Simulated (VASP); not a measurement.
# Mo (P6/mmm) in VASP: notebook, part 3 of 3

VASP 6.6.1.

### 4 Single point, PBEsol

This run uses another cell than the first one, of the same volume but with other edges.

Input file INCAR:

```
PREC = Accurate
ENCUT = 520
EDIFF = 1E-6
ISMEAR = 0
SIGMA = 0.15
LREAL = F
LASPH = T
NELM = 60
ALGO = Fast
ISIF = 2
LWAVE = F
LCHARG = F
GGA = PS
NBANDS = 13
```

Input file KPOINTS:

```
Automatic mesh
0
Gamma
  24 24 20
```

Input file POSCAR:

```
Mo
1.0
    2.5064396513      0.0000000000      0.0000000000
   -1.2532198256      2.1706404110      0.0000000000
    0.0000000000      0.0000000000      3.0435739151
Mo
1
Direct
    0.0000000000      0.0000000000      0.5000000000
```

Potentials or basis: VASP PAW PBE potentials, release 64 (Mo_sv).

Launch:

```console
cat potpaw_PBE.64/Mo_sv/POTCAR > POTCAR
mpirun -np 1 vasp_std > vasp.out
```

OUTCAR:

```text
PREC = Accurate
   ENCUT = 520
   EDIFF = 1E-6
   ISMEAR = 0
   LREAL = F
   LASPH = T
   NELM = 60
   ISIF = 2
   GGA = PS

 ion  position               nearest neighbor table
   1  0.000  0.000  0.500-

  LATTYP: Found a hexagonal cell.
 ALAT       =     2.5064396513
 C/A-ratio  =     1.2143016942

  Lattice vectors:

 A1 = (   2.5064396513,   0.0000000000,   0.0000000000)
 A2 = (  -1.2532198256,   2.1706404110,   0.0000000000)
 A3 = (   0.0000000000,   0.0000000000,   3.0435739151)

Analysis of symmetry for initial positions (statically):
=====================================================================
 Subroutine PRICEL returns:
 Original cell was already a primitive cell.

 Routine SETGRP: Setting up the symmetry group for a
 hexagonal supercell.

 Subroutine GETGRP returns: Found 24 space group operations
 (whereof 24 operations were pure point group operations)
 out of a pool of 24 trial point group operations.

The static configuration has the point symmetry D_6h.

Analysis of symmetry for dynamics (positions and initial velocities):
=====================================================================
 Subroutine PRICEL returns:
 Original cell was already a primitive cell.

 Routine SETGRP: Setting up the symmetry group for a
 hexagonal supercell.

 Subroutine GETGRP returns: Found 24 space group operations
 (whereof 24 operations were pure point group operations)
 out of a pool of 24 trial point group operations.

The dynamic configuration has the point symmetry D_6h.

 Subroutine INISYM returns: Found 24 space group operations
 (whereof 24 operations are pure point group operations),
 and found     1 'primitive' translations

----------------------------------------------------------------------------------------

                                     Primitive cell

  volume of cell :      16.5588

  direct lattice vectors                    reciprocal lattice vectors
     2.506439651  0.000000000  0.000000000     0.398972303  0.230346767  0.000000000
    -1.253219826  2.170640411  0.000000000     0.000000000  0.460693533  0.000000000
     0.000000000  0.000000000  3.043573915     0.000000000  0.000000000  0.328561102

  length of vectors
     2.506439651  2.506439651  3.043573915     0.460693533  0.460693533  0.328561102

  position of ions in fractional coordinates (direct lattice)
     0.000000000  0.000000000  0.500000000

  ion indices of the primitive-cell ions
   primitive index   ion index
                 1           1

----------------------------------------------------------------------------------------

 KPOINTS: Automatic mesh

Automatic generation of k-mesh.
 Grid dimensions read from file:
 generate k-points for:   24   24   20

 Generating k-lattice:

  Cartesian coordinates                     Fractional coordinates (reciprocal lattice)
     0.016623846  0.009597782  0.000000000     0.041666667  0.000000000  0.000000000
     0.000000000  0.019195564  0.000000000     0.000000000  0.041666667  0.000000000
     0.000000000  0.000000000  0.016428055     0.000000000  0.000000000  0.050000000

  Length of vectors
     0.019195564  0.019195564  0.016428055

  Shift w.r.t. Gamma in fractional coordinates (k-lattice)
     0.000000000  0.000000000  0.000000000

 Subroutine IBZKPT returns following result:
 ===========================================

 Found    671 irreducible k-points:

 Following reciprocal coordinates:
            Coordinates               Weight
  0.000000  0.000000  0.000000      1.000000
  0.041667 -0.000000  0.000000      6.000000
  0.083333 -0.000000  0.000000      6.000000
  0.125000 -0.000000  0.000000      6.000000
  0.166667  0.000000  0.000000      6.000000
  0.208333 -0.000000  0.000000      6.000000
[... 16 lines left out ...]
  0.416667  0.041667  0.000000     12.000000
  0.458333  0.041667  0.000000     12.000000
 [... further k-points ...]
   k-points           NKPTS =    671   k-points in BZ     NKDIM =    671   number of bands    NBANDS=     13
   number of dos      NEDOS =    301   number of ions     NIONS =      1
   total plane-waves  NPLWV =   9600
   dimension x,y,z NGX =    20 NGY =   20 NGZ =   24
   dimension x,y,z NGXF=    40 NGYF=   40 NGZF=   48
   ions per type =               1
   NGX,Y,Z   is equivalent  to a cutoff of  13.27, 13.27, 13.11 a.u.
   NGXF,Y,Z  is equivalent  to a cutoff of  26.53, 26.53, 26.22 a.u.
 SYSTEM =  unknown system
   PREC   = accura    normal or accurate (medium, high low for compatibility)
   ISTART =      0    job   : 0-new  1-cont  2-samecut
   ICHARG =      2    charge: 1-file 2-atom 10-const
   ISPIN  =      1    spin polarized calculation?
   LNONCOLLINEAR =      F non collinear calculations
   LSORBIT =      F    spin-orbit coupling
   LASPH  =      T    aspherical Exc in radial PAW
   ENCUT  =  520.0 eV  38.22 Ry    6.18 a.u.   4.66  4.66  5.66*2*pi/ulx,y,z
   NELM   =     60;   NELMIN=  2; NELMDL= -5     # of ELM steps
   EDIFF  = 0.1E-05   stopping-criterion for ELM
   LREAL  =      F    real-space projection
   EDIFFG = 0.1E-04   stopping-criterion for IOM
   NSW    =      0    number of steps for IOM
   IBRION =     -1    ionic relax: 0-MD 1-quasi-New 2-CG
   NFREE  =      0    steps in history (QN), initial steepest desc. (CG)
   ISIF   =      2    stress and relaxation
   ISYM   =      2    0-nonsym 1-usesym 2-fastsym
   POTIM  = 0.5000    time-step for ionic-motion
   TEBEG  =    0.0;   TEEND  =   0.0 temperature during run
   PSTRESS=    0.0 pullay stress
   NELECT =      14.0000    total number of electrons
   NUPDOWN=      -1.0000    fix difference up-down
   EMIN   =  10.00;   EMAX   =-10.00  energy-range for DOS
   EFERMI =   0.00;   METHOD = LEGACY
   ISMEAR =     0;   SIGMA  =   0.15  broadening in eV -4-tet -1-fermi 0-gaus
   EFERMI_NEDOS =   21; number of points for ismear=-14 and -15
   IALGO  =     68    algorithm
   IMIX   =      4    mixing-type and parameters
     AMIX     =   0.40;   BMIX     =  1.00
     AMIX_MAG =   1.60;   BMIX_MAG =  1.00
  volume/ion in A,a.u.               =      16.56       111.74
  Fermi-wavevector in a.u.,A,eV,Ry     =   1.548013  2.925320 32.604229  2.396343
  Thomas-Fermi vector in A             =   2.653024
   LORBIT       =      0    0 simple, 1 ext, 2 COOP (PROOUT), +10 PAW based schemes
   GGA     = PS    functional components
   LHFCALC =     F    Hartree Fock is set to
   AEXX    =    0.0000 exact exchange contribution
   IVDW    =     0    specifies the selected vdW correction
   LEPSILON=     F    determine dielectric tensor
   LRPA    =     F    only Hartree local field effects (RPA)
 non-spin polarized calculation
 RMM-DIIS sequential band-by-band and
 Gauss-broadening in eV      SIGMA  =   0.15
  energy-cutoff  :      520.00
  volume of cell :       16.56
 maximum number of plane-waves:       461
 NGX is ok and might be reduce to    20

 number of electron      14.0000001 magnetization

 Free energy of the ion-electron system (eV)
  ---------------------------------------------------
  ext. energy  EPLUGINS =         0.00000000
  ---------------------------------------------------
  free energy    TOTEN  =       -10.25765027 eV

  energy without entropy =      -10.24519609  energy(sigma->0) =      -10.25142318

 E-fermi :  11.4786     XC(G=0): -12.9788

 val. band max:       11.4776141398   @ k =   0.2500   0.2083   0.3500
 cond. band min:      11.4791928106   @ k =   0.3333   0.2917   0.3000
 fundamental gap:      0.0015786708
 Fermi energy:        11.4786322519

 k-point     1 :       0.0000    0.0000    0.0000
  band No.  band energies     occupation
      1     -49.6092      2.00000
      2     -23.4330      2.00000
      3     -22.1366      2.00000
      4     -22.1366      2.00000
      5       4.8203      2.00000
      6       6.9737      2.00000
      7      10.5947      2.00000
      8      10.5947      2.00000
      9      15.5462      0.00000
     10      15.5462      0.00000
     11      21.5493      0.00000
     12      25.9487      0.00000
     13      32.8741      0.00000
[... 353 lines left out ...]
 k-point    24 :       0.4583    0.0417    0.0000
  band No.  band energies     occupation
      1     -49.0242      2.00000
      2     -24.9374      2.00000
      3     -22.9851      2.00000
      4     -22.8208      2.00000
      5       5.8005      2.00000
      6       9.3271      2.00000
      7      10.0447      2.00000
      8      13.8771      0.00000
      9      14.1116      0.00000
     10      17.9671      0.00000
     11      23.8882      0.00000
     12      26.6340      0.00000
     13      27.9920      0.00000

 [... further k-points ...]
[... 5 lines left out ...]
  --------------------------------------------------------------------------------------
  -------------------------------------------------------------------------------------
  Total        3.8998510      3.8998510     -2.4823041      0.0000000      0.0000000      0.0000000
  in kB      377.3371825    377.3371825   -240.1798558      0.0000000      0.0000000      0.0000000
  external PRESSURE =     171.4981697 kB  Pullay stress =       0.0000000 kB

 VOLUME and BASIS-vectors are now :
 -----------------------------------------------------------------------------
  energy-cutoff  :      520.00
  volume of cell :       16.56
      direct lattice vectors                 reciprocal lattice vectors
     2.506439651  0.000000000  0.000000000     0.398972303  0.230346767  0.000000000
    -1.253219826  2.170640411  0.000000000     0.000000000  0.460693533  0.000000000
     0.000000000  0.000000000  3.043573915     0.000000000  0.000000000  0.328561102

 POSITION                                       TOTAL-FORCE (eV/Angst)
 -----------------------------------------------------------------------------------
      0.00000      0.00000      1.52179         0.000000      0.000000      0.000000
 -----------------------------------------------------------------------------------
    total drift:                               -0.000000      0.000000      0.000000

  FREE ENERGIE OF THE ION-ELECTRON SYSTEM (eV)
  ---------------------------------------------------
  free  energy   TOTEN  =       -10.2576502683 eV

  energy  without entropy=      -10.2451960873  energy(sigma->0) =      -10.25142318
```

OSZICAR:

```text
N       E                     dE             d eps       ncg     rms          rms(c)
DAV:   1     0.115869403051E+03    0.11587E+03   -0.92600E+03 17674   0.112E+03
DAV:   2    -0.919361247112E+01   -0.12506E+03   -0.12037E+03 19571   0.334E+02
DAV:   3    -0.106924939590E+02   -0.14989E+01   -0.14939E+01 20436   0.378E+01
DAV:   4    -0.106971122477E+02   -0.46183E-02   -0.46181E-02 19771   0.236E+00
DAV:   5    -0.106971501217E+02   -0.37874E-04   -0.37875E-04 20686   0.182E-01    0.171E+01
RMM:   6    -0.103265351870E+02    0.37061E+00   -0.38207E-01 17476   0.585E+00    0.691E+00
RMM:   7    -0.102595348921E+02    0.67000E-01   -0.16765E-01 18038   0.385E+00    0.693E-01
RMM:   8    -0.102576461139E+02    0.18888E-02   -0.11350E-02 19513   0.119E+00    0.156E-01
RMM:   9    -0.102576530935E+02   -0.69796E-05   -0.14222E-03 19619   0.428E-01    0.785E-02
RMM:  10    -0.102576497209E+02    0.33726E-05   -0.20612E-04 19850   0.173E-01    0.133E-02
RMM:  11    -0.102576495882E+02    0.13269E-06   -0.39666E-05 20125   0.744E-02    0.668E-03
RMM:  12    -0.102576502683E+02   -0.68011E-06   -0.59639E-06 17124   0.302E-02
   1 F= -.10257650E+02 E0= -.10251423E+02  d E =-.124542E-01
```

Wall time 74 s (1 thread of Intel Xeon Platinum 8375C at 2.90GHz (Ice Lake), shared host); peak memory 0.24 GiB.

Results:

```yaml
Free_energy: -10.2577 eV
Pressure: 17.1 GPa
Band_gap_on_the_k_mesh: zero (band 7 reaches 13.37 eV, above the bottom of band 8 at 10.46 eV)
```

Levels at points of the mesh, in eV from the Fermi level:
```
           k point  band 3  band 4  band 5  band 6  band 7  band 8  band 9  band 10  band 11  band 12
(0.00, 0.00, 0.00)  -33.62  -33.62   -6.66   -4.50   -0.88   -0.88    4.07     4.07    10.07    14.47
(0.50, 0.00, 0.00)  -34.46  -34.27   -5.79   -2.19   -1.42    2.53    2.73     6.51    12.54    14.87
(0.00, 0.00, 0.50)  -33.60  -33.60   -5.06   -1.58   -0.71   -0.71    3.21     3.21     4.53    15.46
(0.50, 0.00, 0.50)  -34.79  -34.24   -5.38   -5.18    1.50    4.35    5.79     6.56     7.82    15.05
```

Caveat: the PAW data sets were made with another functional, which shifts forces and pressure a little.

### 5 The runs side by side

```csv
cell,further INCAR settings,gap on the mesh (eV),pressure (GPa)
"a = 2.691, b = 2.691, c = 2.640 Å, angles 90.0, 90.0, 120.0°, 1 atom",ALGO = Fast; EDIFF = 1e-06; NBANDS = 13,none,-2.1
"a = 2.947, b = 2.947, c = 2.202 Å, angles 90.0, 90.0, 120.0°, 1 atom",ALGO = Fast; EDIFF = 1e-07; NBANDS = 13,none,14.3
"a = 2.506, b = 2.506, c = 3.044 Å, angles 90.0, 90.0, 120.0°, 1 atom",ALGO = Fast; EDIFF = 1e-06; NBANDS = 13,none,17.1
```

Alike in all rows: task single point; level PBEsol; potentials or basis VASP PAW PBE potentials, release 64 (Mo_sv); no spin polarisation; k mesh 24 × 24 × 20; cutoff (eV) 520; smearing gaussian 0.15 eV.

Caveats: the PAW data sets were made with another functional, which shifts forces and pressure a little.

Absolute energies hang on the potentials; compare differences alone.
